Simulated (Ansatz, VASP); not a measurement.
**NaCl in VASP and in Ansatz**

INCAR

```
SYSTEM = NaCl
  PREC = Accurate
  ENCUT = 520
  EDIFF = 1E-7
  ISMEAR = 0
  SIGMA = 0.01
  LREAL = .FALSE.
  LASPH = .TRUE.
  NELM = 80
  ALGO = Normal
  ISIF = 2
  LWAVE = .FALSE.
  LCHARG = .TRUE.
  GGA = CA
  LELF = .TRUE.
  LVHAR = .TRUE.
  NBANDS = 22
```

File KPOINTS:

```
Automatic mesh
0
G
  12 12 4
  0 0 0
```

POSCAR

```
NaCl
1.0
    3.8922714912      0.0000000000      0.0000000000
   -1.9461357456      3.3708059898      0.0000000000
    0.0000000000      0.0000000000      6.7368163433
Na Cl
2 2
Direct
    0.0000000000      0.0000000000      0.0000000000
    0.0000000000      0.0000000000      0.5000000000
    0.3333333333      0.6666666667      0.2500000000
    0.6666666667      0.3333333333      0.7500000000
```

Input for Ansatz:

```yaml
crystal:
  lattice:
    - [3.8922714912, 0.0, 0.0]
    - [-1.9461357456, 3.3708059898, 0.0]
    - [0.0, 0.0, 6.7368163433]
  atoms:
    - { symbol: Na, position: [0.0, 0.0, 0.0] }
    - { symbol: Na, position: [0.0, 0.0, 0.5] }
    - { symbol: Cl, position: [0.3333333333, 0.6666666667, 0.25] }
    - { symbol: Cl, position: [0.6666666667, 0.3333333333, 0.75] }
kpoints:
  mp_grid: { grid: [12, 12, 4] }
  band_path:
    path:
      - [0.0, 0.0, 0.0]
      - [0.5, 0.0, 0.0]
      - [0.3333333333, 0.3333333333, 0.0]
      - [0.0, 0.0, 0.5]
      - [0.5, 0.0, 0.5]
      - [0.3333333333, 0.3333333333, 0.5]
    npoints: 1
hamiltonian:
  xc: lda
scf:
  occupations: { method: fixed }
  n_extra_bands: 5
output:
  forces: true
  stress: true
  eigenvalues: true
```

Alike in both runs: task single point; functional LDA; k mesh 12 × 12 × 4; no spin polarisation.

```csv
,VASP,Ansatz
version,VASP 6.6.1,Ansatz 0.2.0
potentials or method,"VASP PAW LDA potentials, release 64 (Na_pv, Cl)","plane waves, PAW"
plane-wave cutoff (eV),520,420
occupations,"gaussian, width 0.01 eV",fixed
valence electrons in the cell,28,32
```

Ansatz gave:

- gap on the k mesh at the Fermi level (eV): 4.65
- pressure (GPa): -2.0

Which values does VASP return?

gap on the k mesh at the Fermi level (eV): 4.66; pressure (GPa): -2.1.

LDA's correlation is that of Perdew and Zunger in VASP and of Perdew and Wang (1992) in Ansatz. VASP's potentials hold 28 valence electrons a cell and Ansatz's 32, so a difference there can come from the potentials and not from the codes.
